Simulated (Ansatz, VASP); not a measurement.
**Li2H in VASP and in Ansatz**

Contents of INCAR:

```
PREC = Accurate
ENCUT = 600
EDIFF = 1E-6
ISMEAR = 0
SIGMA = 0.2
LREAL = False
LASPH = True
NELM = 80
ALGO = Normal
ISIF = 3
LWAVE = False
LCHARG = False
GGA = PE
IBRION = 2
NSW = 80
EDIFFG = -0.025
```

KPOINTS

```
Automatic mesh
0
Gamma
  8 4 4
```

POSCAR

```
Li2H
1.0
    1.3730562648     -2.4396478727     -0.0494443412
   -4.2892540469     -2.5378466389      0.0516109328
    0.0888344342     -0.0490893640     -5.0143539070
Li H
4 2
Direct
    0.5119486953      0.8308575818      0.7614659203
    0.0484260833      0.3152858839      0.7093947863
    0.0231284834      0.7373968596      0.3076446854
    0.4712866683      0.1341675346      0.2830729901
    0.0146595784      0.9774573413      0.4973099942
    0.4305504913      0.5048347989      0.4411116237
```

Input for Ansatz:

```yaml
crystal:
  lattice:
    - [1.3730562648, -2.4396478727, -0.0494443412]
    - [-4.2892540469, -2.5378466389, 0.0516109328]
    - [0.0888344342, -0.049089364, -5.014353907]
  atoms:
    - { symbol: Li, position: [0.5119486953, 0.8308575818, 0.7614659203] }
    - { symbol: Li, position: [0.0484260833, 0.3152858839, 0.7093947863] }
    - { symbol: Li, position: [0.0231284834, 0.7373968596, 0.3076446854] }
    - { symbol: Li, position: [0.4712866683, 0.1341675346, 0.2830729901] }
    - { symbol: H, position: [0.0146595784, 0.9774573413, 0.4973099942] }
    - { symbol: H, position: [0.4305504913, 0.5048347989, 0.4411116237] }
basis:
  ecutwfc: 420
kpoints:
  mp_grid: { grid: [8, 4, 4] }
hamiltonian:
  xc: pbe
scf:
  occupations: { method: gaussian, width: 0.2 }
  lower_state_search: "off"
output:
  forces: true
  stress: true
  eigenvalues: true
relax:
  adjacent_minimum: "off"
  f_tol: 0.025
  max_steps: 60
  cell: { stress_tol: 0.25 }
```

Change from the starting cell: cell x2, atoms moved at random (sigma 0.15 Å) and cell strained at random (1.5 %), then relaxed without symmetry.

Alike in both runs: task relaxation of cell and atoms; functional PBE; k mesh 8 × 4 × 4; occupations gaussian, width 0.2 eV; no spin polarisation.

```csv
,VASP,Ansatz
version,VASP 6.6.1,Ansatz 0.2.0
potentials or method,"VASP PAW PBE potentials, release 64 (Li_sv, H), cutoff 600 eV","scalar-relativistic, plane waves, PAW"
valence electrons in the cell,14,14
```

VASP gave:

```
gap on the k mesh at the Fermi level, each at its own relaxed structure (eV) : none
relaxed volume (Å³/atom)                                                     : 11.51
relaxed length of the cell vector where the two differ most in proportion (Å)              : 4.898
```

What did Ansatz give for the same quantities?

gap on the k mesh at the Fermi level, each at its own relaxed structure (eV): none; relaxed volume (Å³/atom): 11.58; relaxed length of the cell vector where the two differ most in proportion (Å): 4.919.

A gap of «none» marks a metal or a gap that the smearing closes.

Noted on VASP's run: the cutoff is under 1.25 times that of the potentials, so the pressure is a little rough.
